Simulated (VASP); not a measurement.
# Zr (Im-3m) in VASP: notebook, part 2 of 2

VASP 6.6.1.

## Step 3: Single point, LDA

This run uses another cell than the first one, of 23.24 Å³/atom, 1.021 times its volume.

The input, INCAR:

```
SYSTEM = Zr
PREC = Accurate
ENCUT = 500
EDIFF = 1E-6
ISMEAR = -1
SIGMA = 0.05
LREAL = .False.
LASPH = .True.
NELM = 120
ALGO = Normal
ISIF = 2
LWAVE = .False.
LCHARG = .False.
NBANDS = 12
GGA_COMPAT = .False.
```

The input, KPOINTS:

```
Automatic mesh
0
Gamma
  10 10 10
  0 0 0
```

The input, POSCAR:

```
Zr
1.0
   -1.7978519830      1.7978519830      1.7978519830
    1.7978519830     -1.7978519830      1.7978519830
    1.7978519830      1.7978519830     -1.7978519830
Zr
1
Direct
    0.0000000000      0.0000000000      0.0000000000
```

Potentials or basis: VASP PAW LDA potentials, release 64 (Zr_sv).

Started as:

```sh
$ cat potpaw_LDA.64/Zr_sv/POTCAR > POTCAR
$ mpirun -np 1 vasp_std > vasp.out
```

OUTCAR:

```text
SYSTEM = Zr
   PREC = Accurate
   ENCUT = 500
   EDIFF = 1E-6
   ISMEAR = -1
   LREAL = .False.
   LASPH = .True.
   NELM = 120
   ISIF = 2

 ion  position               nearest neighbor table
   1  0.000  0.000  0.000-

  LATTYP: Found a body centered cubic cell.
 ALAT       =     3.5957039660

  Lattice vectors:

 A1 = (  -1.7978519830,   1.7978519830,   1.7978519830)
 A2 = (   1.7978519830,  -1.7978519830,   1.7978519830)
 A3 = (   1.7978519830,   1.7978519830,  -1.7978519830)

Analysis of symmetry for initial positions (statically):
=====================================================================
 Subroutine PRICEL returns:
 Original cell was already a primitive cell.

 Routine SETGRP: Setting up the symmetry group for a
 body centered cubic supercell.

 Subroutine GETGRP returns: Found 48 space group operations
 (whereof 48 operations were pure point group operations)
 out of a pool of 48 trial point group operations.

The static configuration has the point symmetry O_h .

Analysis of symmetry for dynamics (positions and initial velocities):
=====================================================================
 Subroutine PRICEL returns:
 Original cell was already a primitive cell.

 Routine SETGRP: Setting up the symmetry group for a
 body centered cubic supercell.

 Subroutine GETGRP returns: Found 48 space group operations
 (whereof 48 operations were pure point group operations)
 out of a pool of 48 trial point group operations.

The dynamic configuration has the point symmetry O_h .

 Subroutine INISYM returns: Found 48 space group operations
 (whereof 48 operations are pure point group operations),
 and found     1 'primitive' translations

----------------------------------------------------------------------------------------

                                     Primitive cell

  volume of cell :      23.2446

  direct lattice vectors                    reciprocal lattice vectors
    -1.797851983  1.797851983  1.797851983     0.000000000  0.278109658  0.278109658
     1.797851983 -1.797851983  1.797851983     0.278109658  0.000000000  0.278109658
     1.797851983  1.797851983 -1.797851983     0.278109658  0.278109658  0.000000000

  length of vectors
     3.113970979  3.113970979  3.113970979     0.393306450  0.393306450  0.393306450

  position of ions in fractional coordinates (direct lattice)
     0.000000000  0.000000000  0.000000000

  ion indices of the primitive-cell ions
   primitive index   ion index
                 1           1

----------------------------------------------------------------------------------------

 KPOINTS: Automatic mesh

Automatic generation of k-mesh.
 Grid dimensions read from file:
 generate k-points for:   10   10   10

 Generating k-lattice:

  Cartesian coordinates                     Fractional coordinates (reciprocal lattice)
     0.000000000  0.027810966  0.027810966     0.100000000  0.000000000  0.000000000
     0.027810966  0.000000000  0.027810966     0.000000000  0.100000000  0.000000000
     0.027810966  0.027810966  0.000000000     0.000000000  0.000000000  0.100000000

  Length of vectors
     0.039330645  0.039330645  0.039330645

  Shift w.r.t. Gamma in fractional coordinates (k-lattice)
     0.000000000  0.000000000  0.000000000

 Subroutine IBZKPT returns following result:
 ===========================================

 Found     47 irreducible k-points:

 Following reciprocal coordinates:
            Coordinates               Weight
  0.000000  0.000000  0.000000      1.000000
  0.100000  0.000000  0.000000     12.000000
  0.200000  0.000000  0.000000     12.000000
  0.300000  0.000000  0.000000     12.000000
  0.400000  0.000000  0.000000     12.000000
  0.500000  0.000000  0.000000      6.000000
[... 16 lines left out ...]
  0.300000  0.300000  0.100000      8.000000
 -0.300000  0.300000  0.100000     24.000000
 [... further k-points ...]
   k-points           NKPTS =     47   k-points in BZ     NKDIM =     47   number of bands    NBANDS=     12
   number of dos      NEDOS =    301   number of ions     NIONS =      1
   total plane-waves  NPLWV =  13824
   dimension x,y,z NGX =    24 NGY =   24 NGZ =   24
   dimension x,y,z NGXF=    48 NGYF=   48 NGZF=   48
   ions per type =               1
   NGX,Y,Z   is equivalent  to a cutoff of  12.81, 12.81, 12.81 a.u.
   NGXF,Y,Z  is equivalent  to a cutoff of  25.63, 25.63, 25.63 a.u.
 SYSTEM =  Zr
   PREC   = accura    normal or accurate (medium, high low for compatibility)
   ISTART =      0    job   : 0-new  1-cont  2-samecut
   ICHARG =      2    charge: 1-file 2-atom 10-const
   ISPIN  =      1    spin polarized calculation?
   LNONCOLLINEAR =      F non collinear calculations
   LSORBIT =      F    spin-orbit coupling
   LASPH  =      T    aspherical Exc in radial PAW
   ENCUT  =  500.0 eV  36.75 Ry    6.06 a.u.   5.68  5.68  5.68*2*pi/ulx,y,z
   NELM   =    120;   NELMIN=  2; NELMDL= -5     # of ELM steps
   EDIFF  = 0.1E-05   stopping-criterion for ELM
   LREAL  =      F    real-space projection
   EDIFFG = 0.1E-04   stopping-criterion for IOM
   NSW    =      0    number of steps for IOM
   IBRION =     -1    ionic relax: 0-MD 1-quasi-New 2-CG
   NFREE  =      0    steps in history (QN), initial steepest desc. (CG)
   ISIF   =      2    stress and relaxation
   ISYM   =      2    0-nonsym 1-usesym 2-fastsym
   POTIM  = 0.5000    time-step for ionic-motion
   TEBEG  =    0.0;   TEEND  =   0.0 temperature during run
   PSTRESS=    0.0 pullay stress
   NELECT =      12.0000    total number of electrons
   NUPDOWN=      -1.0000    fix difference up-down
   EMIN   =  10.00;   EMAX   =-10.00  energy-range for DOS
   EFERMI =   0.00;   METHOD = LEGACY
   ISMEAR =    -1;   SIGMA  =   0.05  broadening in eV -4-tet -1-fermi 0-gaus
   EFERMI_NEDOS =   21; number of points for ismear=-14 and -15
   IALGO  =     38    algorithm
   IMIX   =      4    mixing-type and parameters
     AMIX     =   0.40;   BMIX     =  1.00
     AMIX_MAG =   1.60;   BMIX_MAG =  1.00
  volume/ion in A,a.u.               =      23.24       156.86
  Fermi-wavevector in a.u.,A,eV,Ry     =   1.313292  2.481762 23.466458  1.724736
  Thomas-Fermi vector in A             =   2.443625
   LORBIT       =      0    0 simple, 1 ext, 2 COOP (PROOUT), +10 PAW based schemes
   GGA     = CA    functional components
   LHFCALC =     F    Hartree Fock is set to
   AEXX    =    0.0000 exact exchange contribution
   IVDW    =     0    specifies the selected vdW correction
   LEPSILON=     F    determine dielectric tensor
   LRPA    =     F    only Hartree local field effects (RPA)
 non-spin polarized calculation
  energy-cutoff  :      500.00
  volume of cell :       23.24
 maximum number of plane-waves:       606
   NGX = 11   NGY = 11   NGZ = 11

 number of electron      12.0000000 magnetization

 Free energy of the ion-electron system (eV)
  ---------------------------------------------------
  ext. energy  EPLUGINS =         0.00000000
  ---------------------------------------------------
  free energy    TOTEN  =        -9.20235586 eV

  energy without entropy =       -9.18748484  energy(sigma->0) =       -9.19492035

 E-fermi :   8.5691     XC(G=0): -11.2948

 val. band max:        8.5207031823   @ k =   0.2000   0.2000   0.0000
 cond. band min:       8.5840871768   @ k =   0.2000   0.1000  -0.0000
 fundamental gap:      0.0633839945
 Fermi energy:         8.5690702941

 k-point     1 :       0.0000    0.0000    0.0000
  band No.  band energies     occupation
      1     -39.6748      2.00000
      2     -17.3207      2.00000
      3     -17.3207      2.00000
      4     -17.3207      2.00000
      5       3.1811      2.00000
      6       9.6156      0.00000
      7       9.6156      0.00000
      8       9.6156      0.00000
      9      12.1069      0.00000
     10      12.1069      0.00000
     11      20.9643      0.00000
     12      20.9643      0.00000

 k-point     2 :       0.1000    0.0000    0.0000
  band No.  band energies     occupation
      1     -39.6601      2.00000
      2     -17.4216      2.00000
      3     -17.3516      2.00000
      4     -17.3214      2.00000
      5       3.5187      2.00000
      6       9.3973      0.00000
      7       9.5317      0.00000
      8       9.9456      0.00000
      9      11.8044      0.00000
     10      12.1076      0.00000
     11      21.2394      0.00000
     12      21.5715      0.00000
[... 316 lines left out ...]
 k-point    24 :      -0.3000    0.3000    0.1000
  band No.  band energies     occupation
      1     -39.5610      2.00000
      2     -17.9689      2.00000
      3     -17.5628      2.00000
      4     -17.3990      2.00000
      5       5.6556      2.00000
      6       8.6699      0.23479
      7       8.7195      0.09408
      8      11.0053      0.00000
      9      12.2393      0.00000
     10      12.8597      0.00000
     11      20.4196      0.00000
     12      22.1407      0.00000

 [... further k-points ...]
[... 5 lines left out ...]
  --------------------------------------------------------------------------------------
  -------------------------------------------------------------------------------------
  Total       -1.2214989     -1.2214989     -1.2214989      0.0000000     -0.0000000      0.0000000
  in kB      -84.1941397    -84.1941397    -84.1941397      0.0000000     -0.0000000      0.0000000
  external PRESSURE =     -84.1941397 kB  Pullay stress =       0.0000000 kB

 VOLUME and BASIS-vectors are now :
 -----------------------------------------------------------------------------
  energy-cutoff  :      500.00
  volume of cell :       23.24
      direct lattice vectors                 reciprocal lattice vectors
    -1.797851983  1.797851983  1.797851983     0.000000000  0.278109658  0.278109658
     1.797851983 -1.797851983  1.797851983     0.278109658  0.000000000  0.278109658
     1.797851983  1.797851983 -1.797851983     0.278109658  0.278109658  0.000000000

 POSITION                                       TOTAL-FORCE (eV/Angst)
 -----------------------------------------------------------------------------------
      0.00000      0.00000      0.00000         0.000000     -0.000000      0.000000
 -----------------------------------------------------------------------------------
    total drift:                                0.000000      0.000000     -0.000000

  FREE ENERGIE OF THE ION-ELECTRON SYSTEM (eV)
  ---------------------------------------------------
  free  energy   TOTEN  =        -9.2023558581 eV

  energy  without entropy=       -9.1874848423  energy(sigma->0) =       -9.19492035
```

It used 4.9 s of CPU time on 1 thread of Intel Xeon 6455B, with other jobs on the host.

What came out:

```
Free energy            : -9.2024 eV
Pressure               : -8.4 GPa
Band gap on the k mesh : zero (band 6 reaches 9.62 eV, above the bottom of band 7 at 7.90 eV)
```

## Step 4: Single point, LDA

This run uses another cell than the first one, of 23.72 Å³/atom, 1.042 times its volume.

The input, INCAR:

```
ALGO = Normal
EDIFF = 1E-6
ENCUT = 500
GGA = CA
GGA_COMPAT = False
ISIF = 2
ISMEAR = -1
LASPH = True
LCHARG = False
LREAL = False
LWAVE = False
NBANDS = 12
NELM = 120
PREC = Accurate
SIGMA = 0.05
```

The input, KPOINTS:

```
k-points
0
Gamma
  10 10 10
```

The input, POSCAR:

```
Zr
1.0
   -1.8100000000      1.8100000000      1.8100000000
    1.8100000000     -1.8100000000      1.8100000000
    1.8100000000      1.8100000000     -1.8100000000
Zr
1
Direct
    0.0000000000      0.0000000000      0.0000000000
```

Started as:

```sh
$ cat potpaw_LDA.64/Zr_sv/POTCAR > POTCAR
$ mpirun -np 1 vasp_std > vasp.out
```

It took 9.1 s on 1 thread of Intel Xeon 6455B, shared host; peak memory 0.13 GiB.

Results (log left out):

| Property | Result |
| --- | --- |
| Free energy | -9.1755 eV |
| Pressure | -9.7 GPa |
| Band gap on the k mesh | zero (band 6 reaches 9.38 eV, above the bottom of band 7 at 7.66 eV) |

Levels at points of the mesh, in eV from the Fermi level:
```tsv
k point	band 4	band 5	band 6	band 7	band 8	band 9
(0.00, 0.00, 0.00)	-25.96	-5.36	1.03	1.03	1.03	3.47
(0.50, 0.00, 0.00)	-25.97	-2.77	-0.70	1.55	3.44	4.10
(0.50, 0.50, 0.50)	-26.60	-2.49	-2.49	5.47	5.47	5.47
```

## Step 5: The runs side by side

| cell | gap on the mesh (eV) | pressure (GPa) |
| --- | --- | --- |
| a = 3.093 Å, angles 109.5°, 1 atom | none | -6.9 |
| a = 3.114 Å, angles 109.5°, 1 atom | none | -8.4 |
| a = 3.135 Å, angles 109.5°, 1 atom | none | -9.7 |

Alike in all rows: task single point; level LDA; potentials or basis VASP PAW LDA potentials, release 64 (Zr_sv); no spin polarisation; k mesh 10 × 10 × 10; cutoff (eV) 500; smearing fermi-dirac 0.05 eV.

Absolute energies hang on the potentials; compare differences alone.
